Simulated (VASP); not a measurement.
Here is a VASP 6.6.1 calculation.

The input INCAR:

```
PREC = Accurate ; ENCUT = 520
EDIFF = 1E-6 ; ISMEAR = -1
SIGMA = 0.05 ; LREAL = False
LASPH = True ; NELM = 150
ALGO = Normal ; ISIF = 2
LWAVE = False ; LCHARG = False
ISPIN = 2 ; MAGMOM = 1 0
LORBIT = 11 ; LMAXMIX = 4
GGA = PS ; NBANDS = 19
```

The input KPOINTS:

```
regular mesh
0
Gamma
  11 11 11
```

POSCAR

```
NiO
1.0
    0.0000000000      2.0440470022      2.0440470022
    2.0440470022      0.0000000000      2.0440470022
    2.0440470022      2.0440470022      0.0000000000
Ni O
1 1
Direct
    0.0000000000      0.0000000000      0.0000000000
    0.5000000000      0.5000000000      0.5000000000
```

Potentials or basis: VASP PAW PBE potentials, release 64 (Ni, O).

Run with:

```sh
$ cat potpaw_PBE.64/Ni/POTCAR potpaw_PBE.64/O/POTCAR > POTCAR
$ mpirun -np 1 vasp_std > vasp.out
```

Task: Predict the site moments.

Result: Ni +0.69; O +0.10 μB.

Task: Estimate the net moment.

Result: 0.81 μB per cell.

Task: What does it give for the pressure?

Result: 2.6 GPa.

Caveat: the PAW data sets were made with another functional, which shifts forces and pressure a little; a cell with one magnetic atom can't hold antiferromagnetic order, which such compounds often take.
